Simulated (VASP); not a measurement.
Wanted: the native input for a VASP 6.6.1 run.

| Quantity | Value |
| --- | --- |
| Task | single point |
| Functional | PBE |
| Potentials or basis | VASP PAW PBE potentials, release 64 (Zn) |
| Cutoff | 520 eV |
| k mesh | 16 × 16 × 16 |
| Occupations | fermi-dirac, width 0.1 eV |
| Spin | no spin polarisation |
| Dipole correction | no |
| Further INCAR settings | ALGO = Normal; EDIFF = 1e-06; NBANDS = 12 |

The structure of Zn lies in POSCAR:

```
Zn
1.0
   -1.5003707444      1.5003707444      1.5003707444
    1.5003707444     -1.5003707444      1.5003707444
    1.5003707444      1.5003707444     -1.5003707444
Zn
1
Direct
    0.0000000000      0.0000000000      0.0000000000
```

This cell differs from its parent crystal: volume scaled by 0.88.

The input as run:

INCAR

```
SYSTEM = Zn
ALGO = Normal
EDIFF = 1E-6
ENCUT = 520
GGA = PE
ISIF = 2
ISMEAR = -1
LASPH = .TRUE.
LCHARG = .TRUE.
LELF = .TRUE.
LREAL = .FALSE.
LVHAR = .TRUE.
LWAVE = .FALSE.
NBANDS = 12
NELM = 100
PREC = Accurate
SIGMA = 0.1
```

KPOINTS

```
k-points
0
G
  16 16 16
  0 0 0
```

Potentials or basis: VASP PAW PBE potentials, release 64 (Zn).

Command:

```sh
$ cat potpaw_PBE.64/Zn/POTCAR > POTCAR
$ mpirun -np 1 vasp_std > vasp.out
```

Results of the run:

The pressure is 12.5 GPa and the band gap on the k mesh is zero (band 6 reaches 8.54 eV, above the bottom of band 7 at 3.39 eV).

Run time: 12 s on 1 thread of Intel Xeon 6975P-C, with other jobs on the host, peak memory 0.14 GiB.
